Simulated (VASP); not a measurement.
Crystal: Si3C3N8.

```
CELL_PARAMETERS angstrom
7.04237 0.00000 0.00000
-3.52118 6.09887 0.00000
0.00000 0.00000 2.66834
ATOMIC_POSITIONS crystal
Si 0.22553 0.83495 0.50000
Si 0.16505 0.39058 0.50000
Si 0.60942 0.77447 0.50000
C 0.42577 0.23666 0.00000
C 0.81089 0.57423 0.00000
C 0.76334 0.18911 0.00000
N 0.33333 0.66667 0.50000
N 0.66667 0.33333 0.00000
N 0.94836 0.63801 0.50000
N 0.30397 0.00230 0.00000
N 0.69833 0.69603 0.00000
N 0.36199 0.31035 0.50000
N 0.99770 0.30167 0.00000
N 0.68965 0.05164 0.50000
```

Base run:

| Item | Value |
| --- | --- |
| Program | VASP 6.6.1 |
| Functional | r2SCAN |
| Potentials or basis | VASP PAW PBE potentials, release 64 (Si, C, N) |
| Cutoff | 520 eV |
| k mesh | 6 × 6 × 8 |
| Occupations | fermi-dirac, width 0.02 eV |
| Spin | no spin polarisation |

Its results: band gap on the k mesh 2.67 eV (least direct gap 2.85 eV); pressure 0.3 GPa; largest force 0.097 eV/Å.

**Question.** The run is repeated on the same cell with these changes: functional from r2SCAN to PBE; k mesh from 6 × 6 × 8 to 6 × 6 × 10. What comes out?

**Answer.** Band gap on the k mesh 2.30 eV (least direct gap 2.49 eV); pressure 5.7 GPa; largest force 0.265 eV/Å.

Several settings changed at once.

Caveats: the PAW data sets were made with another functional, which shifts forces and pressure a little (at least some runs); the cell stands under pressure (at least some runs).

A k mesh can miss the band edges.
